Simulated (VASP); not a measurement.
Ti: single point with LDA

Crystal: Ti.

```
Ti
1.0
    -1.65187    1.65187    1.65187
     1.65187   -1.65187    1.65187
     1.65187    1.65187   -1.65187
Ti
1
Cartesian
  0.0000 0.0000 0.0000
```

* Program: VASP 6.6.1
* Task: single point
* Functional: LDA
* Potentials or basis: VASP PAW LDA potentials, release 64 (Ti_sv)
* Cutoff: 520 eV
* k mesh: 11 × 11 × 11
* Occupations: fermi-dirac, width 0.05 eV
* Spin: no spin polarisation
* Dipole correction: no
* Further INCAR settings: ALGO = Normal; EDIFF = 1e-06; NBANDS = 12

- Pressure: -12.5 GPa
- Band gap on the k mesh: zero (band 6 reaches 8.40 eV, above the bottom of band 7 at 6.89 eV)

Levels at points of the mesh, in eV from the Fermi level:
```
           k point  band 2  band 3  band 4  band 5  band 6  band 7  band 8  band 9  band 10  band 11
(0.00, 0.00, 0.00)  -32.16  -32.16  -32.16   -5.79    0.93    0.93    0.93    2.62     2.62    17.24
```

Wall time 6.4 s on 1 thread of Intel(R) Xeon(R) 6975P-C (Granite Rapids), on a shared host, peak memory 0.13 GiB.
